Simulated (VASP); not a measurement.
# Ti: electric field gradients with PBEsol

The system is Ti.

```xyz
2
Lattice="2.9500 0.0000 0.0000 -1.4750 2.5548 0.0000 0.0000 0.0000 4.6860" Properties=species:S:1:pos:R:3 pbc="T T T"
Ti    0.0000    1.7032    1.1715
Ti    1.4750    0.8516    3.5145
```

- Program: VASP 6.6.1
- Task: electric field gradients
- Functional: PBEsol
- Potentials or basis: VASP PAW PBE potentials, release 64 (Ti_sv)
- Cutoff: 400 eV
- k mesh: 18 × 18 × 10
- Occupations: fermi-dirac, width 0.05 eV
- Spin: no spin polarisation
- Dipole correction: no
- Further INCAR settings: ALGO = Normal; EDIFF = 1e-08; NBANDS = 19

```
Pressure               : -6.8 GPa
Band gap on the k mesh : zero (band 12 reaches 8.81 eV, above the bottom of band 13 at 7.71 eV)
```

Stress tensor (GPa, compression positive):
```
-6.60  0.00  0.00
 0.00 -6.60  0.00
 0.00  0.00 -7.17
```

Levels at points of the mesh, in eV from the Fermi level:
| k point | band 10 | band 11 | band 12 | band 13 | band 14 | band 15 |
| --- | --- | --- | --- | --- | --- | --- |
| (0.00, 0.00, 0.00) | -2.65 | 0.71 | 0.77 | 0.77 | 0.86 | 1.25 |
| (0.50, 0.00, 0.00) | -2.11 | -1.81 | -0.62 | 0.48 | 0.59 | 1.14 |
| (0.00, 0.00, 0.50) | -4.32 | 0.07 | 0.07 | 0.67 | 0.67 | 0.67 |
| (0.50, 0.00, 0.50) | -2.51 | -0.80 | -0.80 | 1.29 | 1.29 | 1.70 |

Electric field gradients, principal values (V/Å²):
```
atom   least  middle  greatest (by size)
1 Ti  -8.436  -8.442              16.877
2 Ti  -8.436  -8.442              16.877
```

It took 47 s on 1 thread of Intel(R) Xeon(R) 6975P-C (Granite Rapids) (shared host), peak memory 0.2 GiB.

Caveat: without QUAD_EFG the Cq values of the log hold for a quadrupole moment of 1 mb, not for the nuclei; the PAW data sets were made with another functional, which shifts forces and pressure a little.
